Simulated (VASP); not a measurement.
SnTe (NiAs type), 4 atoms in the cell. The structure is hexagonal, space group P6_3/mmc (No. 194). Conventional cell: a = 4.501 Å, b = 4.501 Å, c = 6.976 Å, α = 90.00°, β = 90.00°, γ = 120.00°. Within 4.1 Å of Sn (site symmetry -3m) lie 6 Te at 3.13 Å and 2 Sn at 3.49 Å. Te (site symmetry -6m2) has 6 Sn at 3.13 Å within 4.1 Å. 

| Property | Result |
| --- | --- |
| Program | VASP 6.6.1 |
| Task | relaxation of cell and atoms |
| Functional | PBE |
| Potentials or basis | VASP PAW PBE potentials, release 64 (Sn_d, Te) |
| Cutoff | 600 eV |
| k mesh | 9 × 9 × 5 |
| Occupations | fermi-dirac, width 0.1 eV |
| Spin | no spin polarisation |
| Target pressure | 3.5 GPa |
| Dipole correction | no |
| Further INCAR settings | ALGO = Normal; EDIFF = 1e-06; IBRION = 2; EDIFFG = -0.005; NSW = 60; ISIF = 3 |

Potentials or basis: VASP PAW PBE potentials, release 64 (Sn_d, Te).

Run with:

```console
$ cat potpaw_PBE.64/Sn_d/POTCAR potpaw_PBE.64/Te/POTCAR > POTCAR
$ mpirun -np 1 vasp_std > vasp.out
```

Hardware: 1 thread of AMD EPYC 7R43 64-Core Processor (Zen 3), on a shared host.

Problem. How long does it take, and how much memory?

Solution. Wall time 20 min on 1 thread of AMD EPYC 7R43 64-Core Processor (Zen 3), on a shared host, peak memory 0.29 GiB. Counts: scf iterations 77, k points 36, ion steps 10.
